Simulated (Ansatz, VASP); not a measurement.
## Be3Cd2O3: VASP beside Ansatz

```
CELL_PARAMETERS angstrom
2.94473 1.70014 3.03124
-2.94473 1.70014 3.03124
0.00000 -3.40028 3.03124
ATOMIC_POSITIONS crystal
Be 0.00000 0.00000 0.50000
Be 0.50000 0.00000 0.00000
Be 0.00000 0.50000 0.00000
Cd 0.50000 0.50000 0.50000
Cd 0.00000 0.00000 0.00000
O 0.50000 0.50000 0.00000
O 0.00000 0.50000 0.50000
O 0.50000 0.00000 0.50000
```

Alike in both runs: functional PBE; k mesh 4 × 4 × 4; occupations gaussian, width 0.2 eV; no spin polarisation.

Ansatz relaxed the structure, and its values are those at the end. VASP's run is a single point on that final structure, the one shown.

```csv
,VASP,Ansatz
version,VASP 6.6.1,Ansatz 0.2.0
potentials or method,"VASP PAW PBE potentials, release 64 (Be, Cd, O), cutoff 600 eV","scalar-relativistic, plane waves, PAW"
valence electrons in the cell,48,64
```

Ansatz gave:

| Property | Result |
| --- | --- |
| gap on the k mesh at the Fermi level (eV) | none |
| pressure (GPa) | 0.1 |

Question: Which values does VASP return?

Answer: gap on the k mesh at the Fermi level (eV): none; pressure (GPa): 0.6.

A gap of «none» marks a metal or a gap that the smearing closes. VASP's potentials hold 48 valence electrons a cell and Ansatz's 64, so a difference there can come from the potentials and not from the codes.
